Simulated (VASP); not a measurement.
# PIr2 (I4/mmm) in VASP: notebook

PIr2 is run at these levels: LDA; tasks: single point.

All numbers are computed with VASP 6.6.1; they aren't measurements. Logs are shortened: lines on timing, memory, paths and dates and some standing lists are left out, and cuts for length are marked.

## Step 1: The cell of the first run

The structure is tetragonal, space group I4/mmm (No. 139). The conventional cell has a = 3.914 Å, b = 3.914 Å, c = 5.424 Å, α = 90.00°, β = 90.00°, γ = 90.00°. P (site symmetry 4/mmm) has 8 Ir at 2.38 Å within 3.1 Å. Within 3.1 Å of Ir (site symmetry -4m2) lie 4 P at 2.38 Å and 6 Ir at 2.71 to 2.77 Å.

## Step 2: Single point, LDA (zz strain of -2 %)

Input file INCAR:

```
ALGO = Normal
EDIFF = 1E-6
ENCUT = 520
ISIF = 2
ISMEAR = -1
LASPH = T
LCHARG = T
LELF = T
LREAL = F
LVHAR = T
LWAVE = F
NBANDS = 18
NELM = 100
PREC = Accurate
SIGMA = 0.05
```

Input file KPOINTS:

```
k-points
0
Gamma
  11 11 11
```

Input file POSCAR:

```
PIr2
1.0
    0.0000000000      2.7675000000      2.7121500000
    2.7675000000      0.0000000000      2.7121500000
    2.7675000000      2.7675000000      0.0000000000
P Ir
1 2
Direct
    0.0000000000      0.0000000000      0.0000000000
    0.2500000000      0.2500000000      0.2500000000
    0.7500000000      0.7500000000      0.7500000000
```

Potentials or basis: VASP PAW LDA potentials, release 64 (P, Ir).

On the command line:

```console
> cat potpaw_LDA.64/P/POTCAR potpaw_LDA.64/Ir/POTCAR > POTCAR
> mpirun -np 1 vasp_std > vasp.out
```

OUTCAR:

```text
EDIFF = 1E-6
   ENCUT = 520
   ISIF = 2
   ISMEAR = -1
   LASPH = T
   LREAL = F
   NELM = 100
   PREC = Accurate

 ion  position               nearest neighbor table
   1  0.000  0.000  0.000-   3 2.38   2 2.38   3 2.38   2 2.38   3 2.38   3 2.38   2 2.38   2 2.38

   2  0.250  0.250  0.250-   1 2.38   1 2.38   1 2.38   1 2.38   3 2.71   3 2.71   3 2.77   3 2.77
                             3 2.77   3 2.77
   3  0.750  0.750  0.750-   1 2.38   1 2.38   1 2.38   1 2.38   2 2.71   2 2.71   2 2.77   2 2.77
                             2 2.77   2 2.77

  LATTYP: Found a body centered tetragonal cell.
 ALAT       =     3.9138360339
 C/A-ratio  =     1.3859292911

  Lattice vectors:

 A1 = (   0.0000000000,  -2.7675000000,  -2.7121500000)
 A2 = (   0.0000000000,   2.7675000000,  -2.7121500000)
 A3 = (   2.7675000000,   0.0000000000,   2.7121500000)

Analysis of symmetry for initial positions (statically):
=====================================================================
 Subroutine PRICEL returns:
 Original cell was already a primitive cell.

 Routine SETGRP: Setting up the symmetry group for a
 body centered tetragonal supercell.

 Subroutine GETGRP returns: Found 16 space group operations
 (whereof 16 operations were pure point group operations)
 out of a pool of 16 trial point group operations.

The static configuration has the point symmetry D_4h.

Analysis of symmetry for dynamics (positions and initial velocities):
=====================================================================
 Subroutine PRICEL returns:
 Original cell was already a primitive cell.

 Routine SETGRP: Setting up the symmetry group for a
 body centered tetragonal supercell.

 Subroutine GETGRP returns: Found 16 space group operations
 (whereof 16 operations were pure point group operations)
 out of a pool of 16 trial point group operations.

The dynamic configuration has the point symmetry D_4h.

 Subroutine INISYM returns: Found 16 space group operations
 (whereof 16 operations are pure point group operations),
 and found     1 'primitive' translations

----------------------------------------------------------------------------------------

                                     Primitive cell

  volume of cell :      41.5450

  direct lattice vectors                    reciprocal lattice vectors
     0.000000000  2.767500000  2.712150000    -0.180668473  0.180668473  0.184355585
     2.767500000  0.000000000  2.712150000     0.180668473 -0.180668473  0.184355585
     2.767500000  2.767500000  0.000000000     0.180668473  0.180668473 -0.184355585

  length of vectors
     3.874895337  3.874895337  3.913836034     0.315070113  0.315070113  0.315070113

  position of ions in fractional coordinates (direct lattice)
     0.000000000  0.000000000  0.000000000
     0.250000000  0.250000000  0.250000000
     0.750000000  0.750000000  0.750000000

  ion indices of the primitive-cell ions
   primitive index   ion index
                 1           1
                 2           2
                 3           3

----------------------------------------------------------------------------------------

 KPOINTS: k-points

Automatic generation of k-mesh.
 Grid dimensions read from file:
 generate k-points for:   11   11   11

 Generating k-lattice:

  Cartesian coordinates                     Fractional coordinates (reciprocal lattice)
    -0.016424407  0.016424407  0.016759599     0.090909091  0.000000000  0.000000000
     0.016424407 -0.016424407  0.016759599     0.000000000  0.090909091  0.000000000
     0.016424407  0.016424407 -0.016759599     0.000000000  0.000000000  0.090909091

  Length of vectors
     0.028642738  0.028642738  0.028642738

  Shift w.r.t. Gamma in fractional coordinates (k-lattice)
     0.000000000  0.000000000  0.000000000

 Subroutine IBZKPT returns following result:
 ===========================================

 Found    126 irreducible k-points:

 Following reciprocal coordinates:
            Coordinates               Weight
  0.000000  0.000000  0.000000      1.000000
  0.090909 -0.000000  0.000000      8.000000
  0.181818 -0.000000  0.000000      8.000000
  0.272727  0.000000  0.000000      8.000000
  0.363636 -0.000000  0.000000      8.000000
  0.454545  0.000000  0.000000      8.000000
[... 16 lines left out ...]
 -0.272727  0.181818  0.000000      8.000000
 -0.181818  0.181818  0.000000      4.000000
 [... further k-points ...]
   k-points           NKPTS =    126   k-points in BZ     NKDIM =    126   number of bands    NBANDS=     18
   number of dos      NEDOS =    301   number of ions     NIONS =      3
   total plane-waves  NPLWV =  27000
   dimension x,y,z NGX =    30 NGY =   30 NGZ =   30
   dimension x,y,z NGXF=    60 NGYF=   60 NGZF=   60
   ions per type =               1   2
   NGX,Y,Z   is equivalent  to a cutoff of  12.87, 12.87, 12.74 a.u.
   NGXF,Y,Z  is equivalent  to a cutoff of  25.74, 25.74, 25.49 a.u.
 SYSTEM =  unknown system
   PREC   = accura    normal or accurate (medium, high low for compatibility)
   ISTART =      0    job   : 0-new  1-cont  2-samecut
   ICHARG =      2    charge: 1-file 2-atom 10-const
   ISPIN  =      1    spin polarized calculation?
   LNONCOLLINEAR =      F non collinear calculations
   LSORBIT =      F    spin-orbit coupling
   LASPH  =      T    aspherical Exc in radial PAW
   ENCUT  =  520.0 eV  38.22 Ry    6.18 a.u.   7.20  7.20  7.28*2*pi/ulx,y,z
   NELM   =    100;   NELMIN=  2; NELMDL= -5     # of ELM steps
   EDIFF  = 0.1E-05   stopping-criterion for ELM
   LREAL  =      F    real-space projection
   EDIFFG = 0.1E-04   stopping-criterion for IOM
   NSW    =      0    number of steps for IOM
   IBRION =     -1    ionic relax: 0-MD 1-quasi-New 2-CG
   NFREE  =      0    steps in history (QN), initial steepest desc. (CG)
   ISIF   =      2    stress and relaxation
   ISYM   =      2    0-nonsym 1-usesym 2-fastsym
   POTIM  = 0.5000    time-step for ionic-motion
   TEBEG  =    0.0;   TEEND  =   0.0 temperature during run
   PSTRESS=    0.0 pullay stress
   NELECT =      23.0000    total number of electrons
   NUPDOWN=      -1.0000    fix difference up-down
   EMIN   =  10.00;   EMAX   =-10.00  energy-range for DOS
   EFERMI =   0.00;   METHOD = LEGACY
   ISMEAR =    -1;   SIGMA  =   0.05  broadening in eV -4-tet -1-fermi 0-gaus
   EFERMI_NEDOS =   21; number of points for ismear=-14 and -15
   IALGO  =     38    algorithm
   IMIX   =      4    mixing-type and parameters
     AMIX     =   0.40;   BMIX     =  1.00
     AMIX_MAG =   1.60;   BMIX_MAG =  1.00
  volume/ion in A,a.u.               =      13.85        93.45
  Fermi-wavevector in a.u.,A,eV,Ry     =   1.344243  2.540251 24.585582  1.806989
  Thomas-Fermi vector in A             =   2.472252
   LORBIT       =      0    0 simple, 1 ext, 2 COOP (PROOUT), +10 PAW based schemes
   GGA     = CA    functional components
   LHFCALC =     F    Hartree Fock is set to
   AEXX    =    0.0000 exact exchange contribution
   IVDW    =     0    specifies the selected vdW correction
   LEPSILON=     F    determine dielectric tensor
   LRPA    =     F    only Hartree local field effects (RPA)
 non-spin polarized calculation
  energy-cutoff  :      520.00
  volume of cell :       41.55
 maximum number of plane-waves:      1135
 NGX is ok and might be reduce to    30
   NGX = 15   NGY = 15   NGZ = 15

 number of electron      23.0000002 magnetization

 Free energy of the ion-electron system (eV)
  ---------------------------------------------------
  ext. energy  EPLUGINS =         0.00000000
  ---------------------------------------------------
  free energy    TOTEN  =       -28.01670659 eV

  energy without entropy =      -28.01108235  energy(sigma->0) =      -28.01389447

 E-fermi :  10.2521     XC(G=0): -13.2366

 val. band max:       10.2436706433   @ k =   0.2727   0.0909   0.0000
 cond. band min:      10.3342894357   @ k =   0.2727  -0.0000   0.0909
 fundamental gap:      0.0906187924
 Fermi energy:        10.2520691746

 k-point     1 :       0.0000    0.0000    0.0000
  band No.  band energies     occupation
      1      -4.4549      2.00000
      2       2.3701      2.00000
      3       2.3701      2.00000
      4       2.4754      2.00000
      5       4.0115      2.00000
      6       4.0486      2.00000
[... 10 lines left out ...]
     17      15.2251      0.00000
     18      15.3679      0.00000

 k-point     2 :       0.0909   -0.0000    0.0000
  band No.  band energies     occupation
      1      -4.3468      2.00000
      2       2.3493      2.00000
      3       2.4431      2.00000
      4       2.5262      2.00000
      5       4.1095      2.00000
      6       4.1433      2.00000
[... 10 lines left out ...]
     17      15.7803      0.00000
     18      15.9604      0.00000

 k-point     3 :       0.1818   -0.0000    0.0000
  band No.  band energies     occupation
      1      -4.0420      2.00000
      2       2.2698      2.00000
      3       2.6521      2.00000
      4       2.7263      2.00000
      5       4.4012      2.00000
      6       4.4253      2.00000
[... 10 lines left out ...]
     17      16.7721      0.00000
     18      17.0150      0.00000

 k-point     4 :       0.2727    0.0000    0.0000
  band No.  band energies     occupation
      1      -3.6047      2.00000
      2       2.2118      2.00000
      3       2.9638      2.00000
      4       3.0404      2.00000
      5       4.8768      2.00000
      6       4.8854      2.00000
[... 10 lines left out ...]
     17      17.6550      0.00000
     18      17.9064      0.00000

 k-point     5 :       0.3636   -0.0000    0.0000
  band No.  band energies     occupation
      1      -3.1546      2.00000
      2       2.2254      2.00000
      3       3.3086      2.00000
      4       3.3951      2.00000
      5       5.4946      2.00000
      6       5.5080      2.00000
[... 10 lines left out ...]
     17      18.1777      0.00000
     18      18.3838      0.00000

 k-point     6 :       0.4545    0.0000    0.0000
  band No.  band energies     occupation
      1      -2.8591      2.00000
      2       2.2773      2.00000
      3       3.5572      2.00000
      4       3.6562      2.00000
      5       6.1290      2.00000
      6       6.1797      2.00000
[... 10 lines left out ...]
     17      18.3694      0.00000
     18      18.5335      0.00000

 k-point     7 :       0.0909    0.0909    0.0000
  band No.  band energies     occupation
      1      -4.3085      2.00000
      2       2.2974      2.00000
      3       2.5310      2.00000
      4       2.5310      2.00000
      5       4.1165      2.00000
      6       4.2145      2.00000
[... 10 lines left out ...]
     17      15.7801      0.00000
     18      15.7801      0.00000

 k-point     8 :       0.1818    0.0909    0.0000
  band No.  band energies     occupation
      1      -4.0689      2.00000
      2       2.1520      2.00000
      3       2.7275      2.00000
      4       2.7523      2.00000
      5       4.2788      2.00000
      6       4.4956      2.00000
[... 10 lines left out ...]
     17      16.4689      0.00000
     18      16.7565      0.00000
[... 229 lines left out ...]
     17      18.2104      0.00000
     18      18.4373      0.00000

 k-point    20 :       0.4545    0.1818    0.0000
  band No.  band energies     occupation
      1      -2.8317      2.00000
      2       2.0009      2.00000
      3       3.5076      2.00000
      4       3.8755      2.00000
      5       5.4906      2.00000
      6       5.6825      2.00000
[... 10 lines left out ...]
     17      18.3290      0.00000
     18      18.8563      0.00000

 k-point    21 :      -0.4545    0.1818    0.0000
  band No.  band energies     occupation
      1      -2.6660      2.00000
      2       2.3429      2.00000
      3       3.2684      2.00000
      4       3.8663      2.00000
      5       5.6293      2.00000
      6       6.0704      2.00000
[... 10 lines left out ...]
     17      19.0351      0.00000
     18      19.2287      0.00000

 k-point    22 :      -0.3636    0.1818    0.0000
  band No.  band energies     occupation
      1      -2.7641      2.00000
      2       2.3898      2.00000
      3       3.3025      2.00000
      4       3.6062      2.00000
      5       5.4120      2.00000
      6       6.3110      2.00000
[... 10 lines left out ...]
     17      18.7887      0.00000
     18      19.6779      0.00000

 k-point    23 :      -0.2727    0.1818    0.0000
  band No.  band energies     occupation
      1      -3.0790      2.00000
      2       2.1883      2.00000
      3       3.2428      2.00000
      4       3.4958      2.00000
      5       5.0149      2.00000
      6       5.8029      2.00000
[... 10 lines left out ...]
     17      18.0835      0.00000
     18      20.0514      0.00000

 k-point    24 :      -0.1818    0.1818    0.0000
  band No.  band energies     occupation
      1      -3.4788      2.00000
      2       2.0940      2.00000
      3       2.9184      2.00000
      4       3.3962      2.00000
      5       4.6604      2.00000
      6       5.2015      2.00000
[... 10 lines left out ...]
     17      17.4910      0.00000
     18      19.3671      0.00000

 [... further k-points ...]

------------------------ aborting loop because EDIFF is reached ----------------------------------------

  FORCE on cell =-STRESS in cart. coord.  units (eV):
  Direction    XX          YY          ZZ          XY          YZ          ZX
  --------------------------------------------------------------------------------------
  -------------------------------------------------------------------------------------
  Total        0.0065612      0.0065612      2.8125605      0.0000000      0.0000000     -0.0000000
  in kB        0.2530335      0.2530335    108.4659669      0.0000000      0.0000000     -0.0000000
  external PRESSURE =      36.3240113 kB  Pullay stress =       0.0000000 kB

 VOLUME and BASIS-vectors are now :
 -----------------------------------------------------------------------------
  energy-cutoff  :      520.00
  volume of cell :       41.55
      direct lattice vectors                 reciprocal lattice vectors
     0.000000000  2.767500000  2.712150000    -0.180668473  0.180668473  0.184355585
     2.767500000  0.000000000  2.712150000     0.180668473 -0.180668473  0.184355585
     2.767500000  2.767500000  0.000000000     0.180668473  0.180668473 -0.184355585

 POSITION                                       TOTAL-FORCE (eV/Angst)
 -----------------------------------------------------------------------------------
      0.00000      0.00000      0.00000         0.000000      0.000000      0.000000
      1.38375      1.38375      1.35607         0.000000      0.000000     -0.000000
      4.15125      4.15125      4.06822        -0.000000     -0.000000     -0.000000
 -----------------------------------------------------------------------------------
    total drift:                               -0.000000      0.000000      0.000000

  FREE ENERGIE OF THE ION-ELECTRON SYSTEM (eV)
  ---------------------------------------------------
  free  energy   TOTEN  =       -28.0167065890 eV

  energy  without entropy=      -28.0110823538  energy(sigma->0) =      -28.01389447
```

It took 2.4 min on 1 thread of Intel Xeon 8259CL, shared host; peak memory 0.22 GiB.

What came out:

```
Free energy            : -28.0167 eV
Pressure               : 3.6 GPa
Band gap on the k mesh : zero (an odd number of electrons rules out a gap without spin polarisation)
```

Stress tensor (GPa, compression positive):
```
 0.03  0.00  0.00
 0.00  0.03  0.00
 0.00  0.00 10.85
```

Caveat: the cell differs from its parent crystal (zz strain of -2 %); the cell stands under pressure; spin-orbit coupling is left out, which moves the levels of the heavy elements.

## Step 3: Single point, LDA (zz strain of -1 %)

Input file INCAR:

```
PREC     = Accurate       # precision mode
ENCUT    = 520            # plane-wave cutoff, eV
EDIFF    = 1E-6           # SCF threshold, eV
ISMEAR   = -1             # smearing method
SIGMA    = 0.05           # smearing width, eV
LREAL    = False          # projectors in reciprocal space
LASPH    = True           # aspherical terms in the spheres
NELM     = 80             # most SCF steps
ALGO     = Normal         # electronic algorithm
ISIF     = 2              # what is computed and relaxed
LWAVE    = False          # write WAVECAR
LCHARG   = False          # write CHGCAR
GGA      = CA             # functional
NBANDS   = 18             # bands
```

Input file KPOINTS:

```
regular mesh
0
Gamma
  11 11 11
```

Input file POSCAR:

```
PIr2
1.0
    0.0000000000      2.7675000000      2.7398250000
    2.7675000000      0.0000000000      2.7398250000
    2.7675000000      2.7675000000      0.0000000000
P Ir
1 2
Direct
    0.0000000000      0.0000000000      0.0000000000
    0.2500000000      0.2500000000      0.2500000000
    0.7500000000      0.7500000000      0.7500000000
```

Potentials or basis: VASP PAW LDA potentials, release 64 (P, Ir).

On the command line:

```console
> cat potpaw_LDA.64/P/POTCAR potpaw_LDA.64/Ir/POTCAR > POTCAR
> mpirun -np 1 vasp_std > vasp.out
```

Run time: 2.6 min. Hardware: 1 thread of Intel Xeon 8259CL, shared host; peak memory 0.22 GiB.

Results (log left out):

| Property | Result |
| --- | --- |
| Free energy | -28.0359 eV |
| Pressure | 0.2 GPa |
| Band gap on the k mesh | zero (an odd number of electrons rules out a gap without spin polarisation) |

Stress tensor (GPa, compression positive):
```
-1.51  0.00  0.00
 0.00 -1.51  0.00
 0.00  0.00  3.62
```

Levels at points of the mesh, in eV from the Fermi level:
```csv
k point,band 9,band 10,band 11,band 12,band 13,band 14,band 15,band 16
"(0.00, 0.00, 0.00)",-0.58,0.37,1.51,1.63,4.34,4.34,4.52,4.97
```

Caveat: the cell differs from its parent crystal (zz strain of -1 %); spin-orbit coupling is left out, which moves the levels of the heavy elements.

(Continued in part 2 of 2.)
